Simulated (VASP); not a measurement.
Crystal: KAgF2.

```
CELL_PARAMETERS angstrom
1.82561 1.05402 5.73175
-1.82561 1.05402 5.73175
0.00000 -2.10803 5.73175
ATOMIC_POSITIONS crystal
K 0.00000 0.00000 0.00000
Ag 0.50000 0.50000 0.50000
F 0.24382 0.24382 0.24382
F 0.75618 0.75618 0.75618
```

Base run:

```yaml
Program: VASP 6.6.1
Functional: r2SCAN
Potentials_or_basis: VASP PAW PBE potentials, release 64 (K_sv, Ag, F)
Cutoff: 660 eV
k_mesh: 8 × 8 × 8
Occupations: gaussian, width 0.01 eV
Spin: no spin polarisation
```

Its results: band gap on the k mesh 2.17 eV (least direct gap 2.25 eV); pressure 0.0 GPa; largest force 0.006 eV/Å.

Q: The run is repeated on the same cell with these changes: functional from r2SCAN to PBE; cutoff from 660 eV to 600 eV. What comes out?

A: Band gap on the k mesh 1.75 eV (least direct gap 1.83 eV); pressure 3.1 GPa; largest force 0.058 eV/Å.

Caveats: the PAW data sets were made with another functional, which shifts forces and pressure a little (at least some runs); the cell stands under pressure (at least some runs).

A k mesh can miss the band edges.
